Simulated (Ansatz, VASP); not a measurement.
One calculation of LaSb2Au, two programs

```
La Sb Au
1.0
     4.51350    0.00000    0.00000
     0.00000    4.51350    0.00000
     0.00000    0.00000   10.61426
La Sb Au
2 4 2
Direct
  0.50000 0.00000 0.75315
  0.00000 0.50000 0.24685
  0.50000 0.00000 0.16940
  0.00000 0.50000 0.83060
  0.00000 0.00000 0.50000
  0.50000 0.50000 0.50000
  0.00000 0.00000 0.00000
  0.50000 0.50000 0.00000
```

Alike in both runs: task single point; functional LDA; k mesh 6 × 6 × 3; no spin polarisation.

|  | VASP | Ansatz |
| --- | --- | --- |
| version | VASP 6.6.1 | Ansatz 0.2.0 |
| potentials or method | VASP PAW LDA potentials, release 64 (La, Sb, Au), cutoff 520 eV | plane waves, PAW |
| occupations | fermi-dirac, width 0.1 eV | fermi-dirac |
| valence electrons in the cell | 64 | 120 |

|  | VASP | Ansatz | Ansatz less VASP |
| --- | --- | --- | --- |
| pressure (GPa) | -6.1 | -6.2 | -0.09 |
| traceless stress, the component that is largest in VASP (GPa) | 0.11 | 0.10 | -0.012 |

LDA's correlation is that of Perdew and Zunger in VASP and of Perdew and Wang (1992) in Ansatz. VASP's potentials hold 64 valence electrons a cell and Ansatz's 120, so a difference there can come from the potentials and not from the codes.

Neither program's run includes spin-orbit coupling.
